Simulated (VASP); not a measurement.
Wanted: the native input for a VASP 6.6.1 run.

```yaml
Task: single point
Functional: PBE
Potentials_or_basis: VASP PAW PBE potentials, release 64 (Pb_d, O)
Cutoff: 600 eV
k_mesh: 4 × 4 × 4
Occupations: gaussian, width 0.01 eV
Spin: no spin polarisation
Dipole_correction: no
Further_INCAR_settings: ALGO = Normal; EDIFF = 1e-06; NBANDS = 17
```

The structure of PbO lies in POSCAR:

```
PbO
1.0
    3.1793716484      0.0000000000      0.0000000000
    0.0000000000      3.1793716484      0.0000000000
    0.0000000000      0.0000000000      3.1793716484
Pb O
1 1
Direct
    0.0000000000      0.0000000000      0.0000000000
    0.5000000000      0.5000000000      0.5000000000
```

The input as run:

INCAR

```
PREC = Accurate ; ENCUT = 600
EDIFF = 1E-6 ; ISMEAR = 0
SIGMA = 0.01 ; LREAL = False
LASPH = True ; NELM = 120
ALGO = Normal ; ISIF = 2
LWAVE = False ; LCHARG = False
GGA = PE ; NBANDS = 17
GGA_COMPAT = False
```

KPOINTS

```
Automatic mesh
0
Gamma
  4 4 4
```

Potentials or basis: VASP PAW PBE potentials, release 64 (Pb_d, O).

Command:

```console
$ cat potpaw_PBE.64/Pb_d/POTCAR potpaw_PBE.64/O/POTCAR > POTCAR
$ mpirun -np 1 vasp_std > vasp.out
```

Results of the run:

```json
{"Pressure": "2.9 GPa", "Band gap on the k mesh": "0.66 eV, indirect (least direct gap 0.74 eV)"}
```

Caveat: the k points lie up to 0.49 Å⁻¹ apart; spin-orbit coupling is left out, which moves the levels of the heavy elements.

Wall time 10 s on 1 thread of Intel Xeon 6975P-C (shared host), peak memory 0.16 GiB.
